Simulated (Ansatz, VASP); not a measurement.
**HfO2 in VASP and in Ansatz**

```
Hf O
1.0
     5.15957    0.00000   -0.00407
     0.00000    5.21441    0.00000
    -0.89157    0.00000    5.27294
Hf O
4 8
Direct
  0.27583 0.45736 0.70822
  0.72417 0.95736 0.79178
  0.72417 0.54264 0.29178
  0.27583 0.04264 0.20822
  0.44886 0.74258 0.97738
  0.55114 0.24258 0.52262
  0.55114 0.25742 0.02262
  0.44886 0.75742 0.47738
  0.06809 0.33052 0.34683
  0.93191 0.83052 0.15317
  0.93191 0.66948 0.65317
  0.06809 0.16948 0.84683
```

Alike in both runs: functional PBE; k mesh 6 × 6 × 6; occupations gaussian, width 0.02 eV; no spin polarisation.

Ansatz relaxed the structure, and its values are those at the end. VASP's run is a single point on that final structure, the one shown.

|  | VASP | Ansatz |
| --- | --- | --- |
| version | VASP 6.6.1 | Ansatz 0.2.0 |
| potentials or method | VASP PAW PBE potentials, release 64 (Hf_pv, O), cutoff 520 eV | scalar-relativistic, plane waves, PAW |
| valence electrons in the cell | 88 | 152 |

```tsv
	VASP	Ansatz	Ansatz less VASP
gap on the k mesh at the Fermi level (eV)	3.99	4.03	+0.043
least direct gap on the mesh (eV)	4.07	4.12	+0.046
pressure (GPa)	-3.1	0.0	+3.05
rms of the force components (eV/Å)	0.036	0.006	-0.0309
```

VASP's potentials hold 88 valence electrons a cell and Ansatz's 152, so a difference there can come from the potentials and not from the codes.

Spin-orbit coupling is off throughout.
